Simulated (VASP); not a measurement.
## GaN: single point with PBEsol

Crystal: GaN.

```xyz
2
Lattice="0.0000 1.9327 1.9925 1.9327 0.0000 1.9925 1.9327 1.9327 0.0000" Properties=species:S:1:pos:R:3 pbc="T T T"
Ga    1.9327    1.9327    1.9925
N     0.0000    0.0000    0.0000
```

This cell differs from its parent crystal: equal xx and yy strain of -3 %.

| Quantity | Value |
| --- | --- |
| Program | VASP 6.6.1 |
| Task | single point |
| Functional | PBEsol |
| Potentials or basis | VASP PAW PBE potentials, release 64 (Ga_d, N) |
| Cutoff | 520 eV |
| k mesh | 13 × 13 × 13 |
| Occupations | fermi-dirac, width 0.02 eV |
| Spin | no spin polarisation |
| Dipole correction | no |
| Further INCAR settings | ALGO = Normal; EDIFF = 1e-06; NBANDS = 16 |

```
Pressure               : 92.6 GPa
Band gap on the k mesh : 2.04 eV, indirect (least direct gap 5.64 eV)
```

Stress tensor (GPa, compression positive):
```
99.26  0.00  0.00
 0.00 99.26  0.00
 0.00  0.00 79.41
```

Levels at points of the mesh, in eV from the valence-band top:
```tsv
k point	band 6	band 7	band 8	band 9	band 10	band 11	band 12	band 13
(0.00, 0.00, 0.00)	-13.92	-1.08	-1.08	-0.81	5.20	15.84	16.07	16.07
```

Wall time 23 s on 1 thread of Intel(R) Xeon(R) 6975P-C (Granite Rapids), on a shared host, peak memory 0.17 GiB.

Caveat: the cell differs from its parent crystal (equal xx and yy strain of -3 %); the PAW data sets were made with another functional, which shifts forces and pressure a little. A k mesh can miss the band edges.
